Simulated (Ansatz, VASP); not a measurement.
## One calculation of NiO, two programs

```xyz
2
Lattice="0.0000 2.0859 2.0859 2.0859 0.0000 2.0859 2.0859 2.0859 0.0000" Properties=species:S:1:pos:R:3 pbc="T T T"
Ni    0.0000    0.0000    0.0000
O     2.0859    2.0859    2.0859
```

Alike in both runs: functional PBE; k mesh 11 × 11 × 11; occupations methfessel-paxton of order 1, width 0.05 eV; collinear spin; Hubbard terms Ni d U = 7.0 eV.

|  | VASP | Ansatz |
| --- | --- | --- |
| version | VASP 6.6.1 | Ansatz 0.2.0 |
| potentials or method | VASP PAW PBE potentials, release 64 (Ni, O) | Ansatz PAW |
| plane-wave cutoff (eV) | 600 | 420 |
| valence electrons in the cell | 16 | 24 |
| task | single point | density of states |

Ansatz gave:

```
gap on the k mesh at the Fermi level (eV)                     : 2.38
least direct gap on the mesh (eV)                             : 3.24
pressure (GPa)                                                : 15.1
net moment per atom (μB)                                      : 1.00
size of the moment on the site where the two differ most (μB) : 1.74
```

Q: Estimate VASP's values.

A: gap on the k mesh at the Fermi level (eV): 2.93; least direct gap on the mesh (eV): 3.55; pressure (GPa): 2.1; net moment per atom (μB): 1.00; size of the moment on the site where the two differ most (μB): 1.85.

Site moments also hang on the region over which each program counts them. The programs project onto different local orbitals, so the same U acts differently, and such runs can settle in different states. VASP's potentials hold 16 valence electrons a cell and Ansatz's 24, so a difference there can come from the potentials and not from the codes.

Noted on Ansatz's run: the magnetic or orbital state may not be the lowest; odd divisions of the mesh miss points on the zone boundary, where band edges often lie, so the gap on the mesh can be too wide.
